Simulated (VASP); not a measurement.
Wanted: the native input for a VASP 6.6.1 run.

- Task: single point
- Functional: PBE
- Dispersion: D3(BJ)
- Potentials or basis: VASP PAW PBE potentials, release 64 (Mo_sv)
- Cutoff: 520 eV
- k mesh: 12 × 12 × 12
- Occupations: fermi-dirac, width 0.05 eV
- Spin: no spin polarisation
- Dipole correction: no
- Further INCAR settings: ALGO = Normal; EDIFF = 1e-06; NBANDS = 13

The structure of Mo lies in POSCAR:

```
Mo
1.0
   -1.5838089719      1.5838089719      1.5838089719
    1.5838089719     -1.5838089719      1.5838089719
    1.5838089719      1.5838089719     -1.5838089719
Mo
1
Direct
    0.0000000000      0.0000000000      0.0000000000
```

One way to write it, as run:

INCAR

```
PREC     = Accurate       # precision mode
ENCUT    = 520            # plane-wave cutoff, eV
EDIFF    = 1E-6           # SCF threshold, eV
ISMEAR   = -1             # smearing method
SIGMA    = 0.05           # smearing width, eV
LREAL    = F              # projectors in reciprocal space
LASPH    = T              # aspherical terms in the spheres
NELM     = 60             # most SCF steps
ALGO     = Normal         # electronic algorithm
ISIF     = 2              # what is computed and relaxed
LWAVE    = F              # write WAVECAR
LCHARG   = F              # write CHGCAR
GGA      = PE             # functional
IVDW     = 12             # dispersion correction
NBANDS   = 13             # bands
```

KPOINTS

```
regular mesh
0
Gamma
  12 12 12
```

Potentials or basis: VASP PAW PBE potentials, release 64 (Mo_sv).

The run is started by

```bash
$ cat potpaw_PBE.64/Mo_sv/POTCAR > POTCAR
$ mpirun -np 1 vasp_std > vasp.out
```

It gave:

```
Pressure                   : -8.8 GPa
Band gap on the k mesh     : zero (band 7 reaches 16.22 eV, above the bottom of band 8 at 11.00 eV)
Dispersion energy per atom : -0.702 eV
```

Caveat: three body term missing; pairwise dispersion overbinds metals, which lowers pressure and volume.

Run time: 10 s on 1 thread of AMD EPYC 7R43 64-Core Processor (Zen 3), with other jobs on the host, peak memory 0.1 GiB.
